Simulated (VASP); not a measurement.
Here is a VASP 6.6.1 calculation.

Contents of INCAR:

```
PREC     = Accurate       # precision mode
ENCUT    = 630            # plane-wave cutoff, eV
EDIFF    = 1E-6           # SCF threshold, eV
ISMEAR   = -1             # smearing method
SIGMA    = 0.1            # smearing width, eV
LREAL    = F              # projectors in reciprocal space
LASPH    = T              # aspherical terms in the spheres
NELM     = 120            # most SCF steps
ALGO     = Normal         # electronic algorithm
ISIF     = 2              # what is computed and relaxed
LWAVE    = F              # write WAVECAR
LCHARG   = T              # write CHGCAR
GGA      = CA             # functional
LELF     = T              # ELF
LVHAR    = T            
NBANDS   = 37             # bands
GGA_COMPAT= F
```

The input KPOINTS:

```
regular mesh
0
Gamma
  8 8 12
```

POSCAR

```
Cd
1.0
    4.7203457515      0.0000000000      0.0000000000
   -2.3601728758      4.0879393355      0.0000000000
    0.0000000000      0.0000000000      2.8085065486
Cd
3
Direct
    0.0000000000      0.0000000000      0.0000000000
    0.3333333333      0.6666666667      0.5000000000
    0.6666666667      0.3333333333      0.5000000000
```

Potentials or basis: VASP PAW LDA potentials, release 64 (Cd_sv_GW).

Command:

```console
$ cat potpaw_LDA.64/Cd_sv_GW/POTCAR > POTCAR
$ mpirun -np 1 vasp_std > vasp.out
```

Task: Estimate the band gap on the k mesh.

Result: Zero (bands 30 and 31 overlap by 4.27 eV).

Task: What does it give for the pressure?

Result: 11.7 GPa.

Stress tensor (GPa, compression positive):
```
11.89  0.00  0.00
 0.00 11.89  0.00
 0.00  0.00 11.26
```

Caveat: the cell stands under pressure.
